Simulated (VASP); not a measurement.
# GaSe4 (P-3m1) in VASP: a series of runs, part 2 of 2

VASP 6.6.1. Earlier steps stand in the parts before.

## Step 3: Single point, PBE

This run uses another cell than the first one: it holds 10 atoms, not 5.

Contents of INCAR:

```
PREC = Accurate
ENCUT = 520
EDIFF = 1E-7
ISMEAR = 0
SIGMA = 0.2
LREAL = F
LASPH = T
NELM = 60
ALGO = Normal
ISIF = 2
LWAVE = F
LCHARG = F
GGA = PE
NBANDS = 48
```

Contents of KPOINTS:

```
Automatic mesh
0
Gamma
  5 5 1
```

Contents of POSCAR:

```
GaSe4
1.0
    3.8211802975      0.0000000000      0.0000000000
   -1.9105901488      3.3092392101      0.0000000000
    0.0000000000      0.0000000000     20.2859252641
Ga Se
2 8
Direct
    0.0000000000      0.0000000000      0.0607054650
    0.0000000000      0.0000000000      0.9392945350
    0.3333333333      0.6666666667      0.1180333812
    0.6666666667      0.3333333333      0.8819666188
    0.3333333333      0.6666666667      0.7145078477
    0.0000000000      0.0000000000      0.6378845423
    0.0000000000      0.0000000000      0.3621154577
    0.3333333333      0.6666666667      0.4390961346
    0.6666666667      0.3333333333      0.5609038654
    0.6666666667      0.3333333333      0.2854921523
```

Potentials or basis: VASP PAW PBE potentials, release 64 (Ga_d, Se).

Started as:

```sh
> cat potpaw_PBE.64/Ga_d/POTCAR potpaw_PBE.64/Se/POTCAR > POTCAR
> mpirun -np 1 vasp_std > vasp.out
```

It took 61 s on 1 thread of AMD EPYC 9R45 (Zen 5), shared host; peak memory 0.32 GiB.

It converged, with:

* Free energy: -35.0365 eV
* Pressure: 0.1 GPa
* Largest force: 0.022 eV/Å
* Band gap on the k mesh: 0.57 eV, indirect (least direct gap 0.88 eV)

Forces in eV/Å, atoms in the order of the input:
```
Ga   0.000  0.000 -0.017
Ga   0.000  0.000  0.017
Se   0.000  0.000  0.022
Se   0.000  0.000 -0.022
Se   0.000  0.000  0.010
Se   0.000  0.000 -0.015
Se   0.000  0.000  0.015
Se   0.000  0.000 -0.022
Se   0.000  0.000  0.022
Se   0.000  0.000 -0.010
```

Stress tensor (GPa, compression positive):
```
0.02 0.00 0.00
0.00 0.02 0.00
0.00 0.00 0.13
```

Levels at points of the mesh, in eV from the valence-band top:
| k point | band 33 | band 34 | band 35 | band 36 | band 37 | band 38 | band 39 | band 40 | band 41 | band 42 |
| --- | --- | --- | --- | --- | --- | --- | --- | --- | --- | --- |
| (0.00, 0.00, 0.00) | -0.73 | -0.59 | -0.48 | -0.48 | -0.37 | 0.57 | 1.19 | 1.30 | 1.30 | 1.67 |

Caveat: this functional lacks dispersion, which binds the layers, so the pressure and a relaxed spacing across them are unreliable.

## Step 4: Relaxation of cell and atoms, PBE

This run uses another cell than the first one, of 23.56 Å³/atom, 1.072 times its volume.

Contents of INCAR:

```
SYSTEM = GaSe4
  PREC = Accurate
  ENCUT = 600
  EDIFF = 1E-7
  ISMEAR = 0
  SIGMA = 0.2
  LREAL = .FALSE.
  LASPH = .TRUE.
  NELM = 100
  ALGO = Normal
  ISIF = 3
  LWAVE = .FALSE.
  LCHARG = .FALSE.
  GGA = PE
  IBRION = 2
  NSW = 36
  EDIFFG = -0.08
```

Contents of KPOINTS:

```
Automatic mesh
0
G
  5 5 2
  0 0 0
```

Contents of POSCAR:

```
GaSe4
1.0
    3.4845029000      0.0000000000      0.0000000000
   -1.7422514500      3.0176680300      0.0000000000
    0.0000000000      0.0000000000     11.2043542000
Ga Se
1 4
Direct
    0.0000000000      0.0000000000      0.0000000000
    0.3333333300      0.6666666700      0.8658552800
    0.3333333300      0.6666666700      0.3767953500
    0.6666666700      0.3333333300      0.1341447200
    0.6666666700      0.3333333300      0.6232046500
```

Started as:

```sh
> cat potpaw_PBE.64/Ga_d/POTCAR potpaw_PBE.64/Se/POTCAR > POTCAR
> mpirun -np 1 vasp_std > vasp.out
```

It took 5.4 min on 1 thread of AMD EPYC 9R45 (Zen 5), shared host; peak memory 0.24 GiB.

Results (log left out):

```yaml
Free_energy: -16.9665 eV
Relaxed_volume: 22.02 Å³/atom
Relaxed_cell: a = 3.797 Å, b = 3.797 Å, c = 8.816 Å, α = 90.00°, β = 90.00°, γ = 120.00°
Space_group_after_relaxing_to_0.05_Å: P-3m1 (No. 164)
Energy_gained_by_relaxing: 400.2 meV/atom
Ionic_steps: 20
Pressure_after_relaxing: 0.2 GPa
Largest_force_after_relaxing: 0.051 eV/Å
```

Forces in eV/Å, atoms in the order of the input:
```
Ga   0.000  0.000  0.000
Se   0.000  0.000 -0.051
Se   0.000  0.000  0.030
Se   0.000  0.000  0.051
Se   0.000  0.000 -0.030
```

Stress tensor (GPa, compression positive):
```
0.03 0.00 0.00
0.00 0.03 0.00
0.00 0.00 0.52
```

The path:
```csv
step,energy change (eV),largest force (eV/Å),pressure (GPa),volume (Å³)
1,0.0000,1.1761,-0.11,117.81
2,-0.1643,0.8119,-1.32,117.53
3,-0.5565,0.8347,-3.76,116.57
4,-1.1912,0.6815,-3.92,114.21
5,1.5276,3.9295,14.41,107.60
6,-1.2957,0.8499,-3.97,113.88
7,-1.0415,1.6827,1.55,111.02
8,-1.3716,0.7744,-3.31,113.27
9,-1.4943,0.9800,-1.80,111.19
10,-1.5498,1.1867,-0.13,109.20
11,-1.5528,1.2427,0.35,108.67
12,-1.6329,1.1936,0.21,108.89
13,-1.8246,0.9546,0.00,109.48
14,-1.9567,0.2470,0.20,110.34
15,-1.9597,0.3482,0.13,110.26
16,-1.9775,0.2478,-0.08,110.54
17,-1.9972,0.0926,-0.50,111.25
18,-1.9973,0.1041,-0.54,111.30
19,-2.0007,0.0570,0.31,109.90
20,-2.0008,0.0511,0.19,110.10
```

Final structure:
```cif
data_structure
_symmetry_space_group_name_H-M 'P 1'
_symmetry_Int_Tables_number 1
_cell_length_a 3.7974
_cell_length_b 3.7974
_cell_length_c 8.8161
_cell_angle_alpha 90.000
_cell_angle_beta 90.000
_cell_angle_gamma 120.000
_cell_volume 110.10
loop_
_atom_site_label
_atom_site_type_symbol
_atom_site_fract_x
_atom_site_fract_y
_atom_site_fract_z
_atom_site_occupancy
Ga1 Ga 0.00000 0.00000 0.00000 1
Se1 Se 0.33333 0.66667 0.83317 1
Se2 Se 0.33333 0.66667 0.40746 1
Se3 Se 0.66667 0.33333 0.16683 1
Se4 Se 0.66667 0.33333 0.59254 1
```

Levels at points of the mesh, in eV from the Fermi level:
| k point | band 14 | band 15 | band 16 | band 17 | band 18 | band 19 | band 20 | band 21 | band 22 |
| --- | --- | --- | --- | --- | --- | --- | --- | --- | --- |
| (0.00, 0.00, 0.00) | -2.41 | -1.22 | -1.22 | -0.76 | -0.76 | -0.04 | -0.04 | 1.39 | 2.10 |
| (0.00, 0.00, 0.50) | -1.18 | -1.18 | -0.91 | -0.91 | -0.57 | -0.21 | 0.07 | 0.07 | 2.72 |

Caveat: the k points lie up to 0.38 Å⁻¹ apart in the final cell; the relaxation stopped at a loose force limit of 0.08 eV/Å, so its end isn't a converged minimum.

## Step 5: Single point, PBE

This run uses another cell than the first one, of 21.90 Å³/atom, 0.996 times its volume.

Contents of INCAR:

```
SYSTEM = GaSe4
  PREC = Accurate
  ENCUT = 520
  EDIFF = 1E-6
  ISMEAR = 0
  SIGMA = 0.1
  LREAL = .FALSE.
  LASPH = .TRUE.
  NELM = 60
  ALGO = Normal
  ISIF = 2
  LWAVE = .FALSE.
  LCHARG = .TRUE.
  GGA = PE
  LELF = .TRUE.
  LVHAR = .TRUE.
  NBANDS = 26
```

Contents of KPOINTS:

```
Automatic mesh
0
G
  12 12 4
  0 0 0
```

Contents of POSCAR:

```
GaSe4
1.0
    3.7406751052      0.0000000000      0.0000000000
   -1.8703375526      3.2395196684      0.0000000000
    0.0000000000      0.0000000000      9.0357844799
Ga Se
1 4
Direct
    0.0000000000      0.0000000000      0.0000000000
    0.3333333333      0.6666666667      0.8338584154
    0.3333333333      0.6666666667      0.4065547686
    0.6666666667      0.3333333333      0.1661415846
    0.6666666667      0.3333333333      0.5934452314
```

Potentials or basis: VASP PAW PBE potentials, release 64 (Ga_d, Se).

Started as:

```sh
> cat potpaw_PBE.64/Ga_d/POTCAR potpaw_PBE.64/Se/POTCAR > POTCAR
> mpirun -np 1 vasp_std > vasp.out
```

OUTCAR:

```text
SYSTEM = GaSe4
   PREC = Accurate
   ENCUT = 520
   EDIFF = 1E-6
   ISMEAR = 0
   LREAL = .FALSE.
   LASPH = .TRUE.
   NELM = 60
   ISIF = 2
   GGA = PE

 ion  position               nearest neighbor table
   1  0.000  0.000  0.000-   2 2.63   4 2.63   2 2.63   4 2.63   4 2.63   2 2.63
   2  0.333  0.667  0.834-   1 2.63   1 2.63   1 2.63
   3  0.333  0.667  0.407-   5 2.74   5 2.74   5 2.74
   4  0.667  0.333  0.166-   1 2.63   1 2.63   1 2.63
   5  0.667  0.333  0.593-   3 2.74   3 2.74   3 2.74

[... 899 lines left out ...]
  --------------------------------------------------------------------------------------
  -------------------------------------------------------------------------------------
  Total        0.0518338      0.0518338      0.0555992      0.0000000     -0.0000000      0.0000000
  in kB        0.7584510      0.7584510      0.8135471      0.0000000     -0.0000000      0.0000000
  external PRESSURE =       0.7768164 kB  Pullay stress =       0.0000000 kB

 VOLUME and BASIS-vectors are now :
 -----------------------------------------------------------------------------
  energy-cutoff  :      520.00
  volume of cell :      109.50
      direct lattice vectors                 reciprocal lattice vectors
     3.740675105  0.000000000  0.000000000     0.267331423  0.154343869  0.000000000
    -1.870337553  3.239519668  0.000000000     0.000000000  0.308687738  0.000000000
     0.000000000  0.000000000  9.035784480     0.000000000  0.000000000  0.110671077

 POSITION                                       TOTAL-FORCE (eV/Angst)
 -----------------------------------------------------------------------------------
      0.00000      0.00000      0.00000        -0.000000      0.000000      0.000000
     -0.00000      2.15968      7.53456        -0.000000      0.000000     -0.014839
     -0.00000      2.15968      3.67354         0.000000     -0.000000     -0.005706
      1.87034      1.07984      1.50122         0.000000     -0.000000      0.014839
      1.87034      1.07984      5.36224         0.000000      0.000000      0.005706
 -----------------------------------------------------------------------------------
    total drift:                               -0.000000      0.000000     -0.000000

  FREE ENERGIE OF THE ION-ELECTRON SYSTEM (eV)
  ---------------------------------------------------
  free  energy   TOTEN  =       -16.8998860177 eV

  energy  without entropy=      -16.8879428845  energy(sigma->0) =      -16.89391445
```

OSZICAR:

```text
N       E                     dE             d eps       ncg     rms          rms(c)
DAV:   1     0.275893302123E+03    0.27589E+03   -0.16204E+04  3812   0.158E+03
DAV:   2     0.185846918897E+02   -0.25731E+03   -0.24639E+03  3996   0.380E+02
DAV:   3    -0.161355087950E+02   -0.34720E+02   -0.33597E+02  4628   0.113E+02
DAV:   4    -0.174075402630E+02   -0.12720E+01   -0.12620E+01  4086   0.226E+01
DAV:   5    -0.174300289928E+02   -0.22489E-01   -0.22446E-01  4688   0.307E+00    0.670E+00
DAV:   6    -0.169095770899E+02    0.52045E+00   -0.30040E+00  4734   0.953E+00    0.399E+00
DAV:   7    -0.169004253565E+02    0.91517E-02   -0.47952E-01  4466   0.444E+00    0.259E+00
DAV:   8    -0.168997065418E+02    0.71881E-03   -0.65641E-02  4174   0.133E+00    0.199E-01
DAV:   9    -0.168997813886E+02   -0.74847E-04   -0.48077E-03  4326   0.514E-01    0.107E-01
DAV:  10    -0.168998609762E+02   -0.79588E-04   -0.58393E-04  4404   0.136E-01    0.535E-02
DAV:  11    -0.168998867900E+02   -0.25814E-04   -0.10515E-04  4816   0.684E-02    0.175E-02
DAV:  12    -0.168998860493E+02    0.74070E-06   -0.22045E-05  4452   0.255E-02    0.576E-03
DAV:  13    -0.168998864672E+02   -0.41782E-06   -0.11403E-05  4236   0.165E-02    0.281E-03
DAV:  14    -0.168998860177E+02    0.44947E-06   -0.23630E-06  2674   0.800E-03
   1 F= -.16899886E+02 E0= -.16893914E+02  d E =-.119431E-01
```

Run time: 1.7 min. Hardware: 1 thread of AMD EPYC 9R45 (Zen 5), shared host; peak memory 0.3 GiB.

Results:

| Item | Value |
| --- | --- |
| Free energy | -16.8999 eV |
| Pressure | 0.1 GPa |
| Largest force | 0.015 eV/Å |

Forces on the atoms (eV/Å):
```
Ga   0.000  0.000  0.000
Se   0.000  0.000 -0.015
Se   0.000  0.000 -0.006
Se   0.000  0.000  0.015
Se   0.000  0.000  0.006
```

## Step 6: Summary

| task | cell | k mesh | cutoff (eV) | smearing | gap on the mesh (eV) | pressure (GPa) | largest force (eV/Å) |
| --- | --- | --- | --- | --- | --- | --- | --- |
| single point | a = 3.786, b = 3.786, c = 8.857 Å, angles 90.0, 90.0, 120.0°, 5 atoms | 5 × 5 × 2 | 520 | gaussian 0.2 eV | none | 0.3 | 0.04 |
| single point | a = 3.821, b = 3.821, c = 20.286 Å, angles 90.0, 90.0, 120.0°, 10 atoms | 5 × 5 × 1 | 520 | gaussian 0.2 eV | 0.57 | 0.1 | 0.02 |
| relaxation of cell and atoms | relaxed from a = 3.485, b = 3.485, c = 11.204 Å, angles 90.0, 90.0, 120.0°, 5 atoms | 5 × 5 × 2 | 600 | gaussian 0.2 eV | none | 0.2 | 0.05 |
| single point | a = 3.741, b = 3.741, c = 9.036 Å, angles 90.0, 90.0, 120.0°, 5 atoms | 12 × 12 × 4 | 520 | gaussian 0.1 eV | none | 0.1 | 0.01 |

Alike in all rows: level PBE; potentials or basis VASP PAW PBE potentials, release 64 (Ga_d, Se); no spin polarisation.

Caveats: some runs use coarse meshes; this functional lacks dispersion, which binds the layers, so the pressure and a relaxed spacing across them are unreliable (some runs); the relaxation stopped at a loose force limit of 0.08 eV/Å, so its end isn't a converged minimum (some runs).

Absolute energies hang on the potentials; compare differences alone.
